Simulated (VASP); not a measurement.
InP4, 15 atoms in the cell. The typed cell holds 15 atoms: a = 7.430 Å, b = 7.430 Å, c = 7.837 Å, α = 61.70°, β = 61.70°, γ = 60.00°. 

| Item | Value |
| --- | --- |
| Program | VASP 6.6.1 |
| Task | relaxation of cell and atoms |
| Functional | PBEsol |
| Potentials or basis | VASP PAW PBE potentials, release 64 (In_d, P) |
| Cutoff | 500 eV |
| k mesh | 2 × 2 × 2, shifted |
| Occupations | gaussian, width 0.1 eV |
| Spin | no spin polarisation |
| Dipole correction | no |
| Further INCAR settings | LREAL = Auto; ALGO = Normal; EDIFF = 1e-07; ISYM = -1; IBRION = 2; EDIFFG = -0.04; NSW = 70; ISIF = 3 |

Potentials or basis: VASP PAW PBE potentials, release 64 (In_d, P).

Run with:

```sh
$ cat potpaw_PBE.64/In_d/POTCAR potpaw_PBE.64/P/POTCAR > POTCAR
$ mpirun -np 1 vasp_std > vasp.out
```

Hardware: 1 thread of AMD EPYC 9R45 96-Core Processor (Zen 5), with other jobs on the host.

Question: How long does it take, and how much memory?

Answer: Wall time 23 min on 1 thread of AMD EPYC 9R45 96-Core Processor (Zen 5), with other jobs on the host, peak memory 0.44 GiB. Counts: scf iterations 204, k points 4, ion steps 23.
